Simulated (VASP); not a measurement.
Set up this calculation in VASP 6.6.1, as the native input.

```yaml
Task: single point
Functional: r2SCAN
Potentials_or_basis: VASP PAW PBE potentials, release 64 (Ba_sv, S)
Cutoff: 520 eV
k_mesh: 8 × 8 × 8
Occupations: fermi-dirac, width 0.02 eV
Spin: no spin polarisation
Dipole_correction: no
Further_INCAR_settings: ALGO = Normal; EDIFF = 1e-06; NBANDS = 15
```

Crystal: BaS.

```
CELL_PARAMETERS angstrom
0.00000 3.27586 3.27586
3.27586 0.00000 3.27586
3.27586 3.27586 0.00000
ATOMIC_POSITIONS crystal
Ba 0.00000 0.00000 0.00000
S 0.50000 0.50000 0.50000
```

One way to write it, as run:

POSCAR

```
BaS
1.0
    0.0000000000      3.2758558200      3.2758558200
    3.2758558200      0.0000000000      3.2758558200
    3.2758558200      3.2758558200      0.0000000000
Ba S
1 1
Direct
    0.0000000000      0.0000000000      0.0000000000
    0.5000000000      0.5000000000      0.5000000000
```

INCAR.step1

```
SYSTEM = BaS
PREC = Accurate
ENCUT = 520
ISMEAR = -1
SIGMA = 0.02
LREAL = .False.
LASPH = .True.
NELM = 60
NBANDS = 15
GGA = PE
ALGO = Normal
EDIFF = 1E-4
LWAVE = .True.
LCHARG = .False.
```

INCAR.step2

```
SYSTEM = BaS
PREC = Accurate
ENCUT = 520
EDIFF = 1E-6
ISMEAR = -1
SIGMA = 0.02
LREAL = .False.
LASPH = .True.
NELM = 60
ALGO = Normal
ISIF = 2
LWAVE = .False.
LCHARG = .True.
METAGGA = R2SCAN
LMIXTAU = .True.
LELF = .True.
LVHAR = .True.
NBANDS = 15
ISTART = 1
```

KPOINTS

```
Automatic mesh
0
Gamma
  8 8 8
  0 0 0
```

Potentials or basis: VASP PAW PBE potentials, release 64 (Ba_sv, S).

The run is started by

```console
$ cat potpaw_PBE.64/Ba_sv/POTCAR potpaw_PBE.64/S/POTCAR > POTCAR
$ cp INCAR.step1 INCAR
$ mpirun -np 1 vasp_std > vasp.out
$ cp INCAR.step2 INCAR
$ mpirun -np 1 vasp_std > vasp.out
```

It gave:

The pressure is -1.8 GPa. The band gap on the k mesh is 2.58 eV, indirect (least direct gap 2.75 eV).

Caveat: the PAW data sets were made with another functional, which shifts forces and pressure a little; spin-orbit coupling is left out, which moves the levels of the heavy elements.

It took 54 s on 1 thread of Intel(R) Xeon(R) 6975P-C (Granite Rapids), with other jobs on the host, peak memory 0.23 GiB.
